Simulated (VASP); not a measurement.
Wanted: the native input for a VASP 6.6.1 run.

- Task: relaxation of cell and atoms
- Functional: PBEsol
- Potentials or basis: VASP PAW PBE potentials, release 64 (Mg, H, O)
- Cutoff: 600 eV
- k mesh: 12 × 12 × 4
- Occupations: gaussian, width 0.02 eV
- Spin: no spin polarisation
- Dipole correction: no
- Further INCAR settings: ALGO = Normal; EDIFF = 1e-06; IBRION = 2; EDIFFG = -0.005; NSW = 100; ISIF = 3

The structure of Mg2H2O3 lies in POSCAR:

```
Mg2H2O3
1.0
    3.0658917310      0.0000000000      0.0000000000
   -1.5329458655      2.6551401243      0.0000000000
    0.0000000000      0.0000000000      7.2849001824
Mg H O
2 2 3
Direct
    0.6666666667      0.3333333333      0.8333400224
    0.3333333333      0.6666666667      0.1666599776
    0.3333333333      0.6666666667      0.5559630435
    0.6666666667      0.3333333333      0.4440369565
    0.3333333333      0.6666666667      0.6891250516
    0.6666666667      0.3333333333      0.3108749484
    0.0000000000      0.0000000000      0.0000000000
```

The input as run:

INCAR

```
ALGO = Normal
EDIFF = 1E-6
EDIFFG = -0.005
ENCUT = 600
GGA = PS
IBRION = 2
ISIF = 3
ISMEAR = 0
LASPH = True
LCHARG = False
LREAL = False
LWAVE = False
NELM = 80
NSW = 100
PREC = Accurate
SIGMA = 0.02
```

KPOINTS

```
k-points
0
Gamma
  12 12 4
```

Potentials or basis: VASP PAW PBE potentials, release 64 (Mg, H, O).

Command:

```sh
$ cat potpaw_PBE.64/Mg/POTCAR potpaw_PBE.64/H/POTCAR potpaw_PBE.64/O/POTCAR > POTCAR
$ mpirun -np 1 vasp_std > vasp.out
```

Results of the run:

| Quantity | Value |
| --- | --- |
| Relaxed volume | 8.37 Å³/atom |
| Relaxed cell | a = 3.057 Å, b = 3.057 Å, c = 7.241 Å, α = 90.00°, β = 90.00°, γ = 120.00° |
| Space group after relaxing (to 0.1 Å) | P-3m1 (No. 164) |
| Energy gained by relaxing | 0.3 meV/atom |
| Ionic steps | 23 |
| Pressure after relaxing | 0.0 GPa |
| Band gap on the k mesh | 3.94 eV |

Caveat: the PAW data sets were made with another functional, which shifts forces and pressure a little.

It took 6.7 min on 1 thread of Intel(R) Xeon(R) Platinum 8559C (Emerald Rapids), with other jobs on the host, peak memory 0.24 GiB.
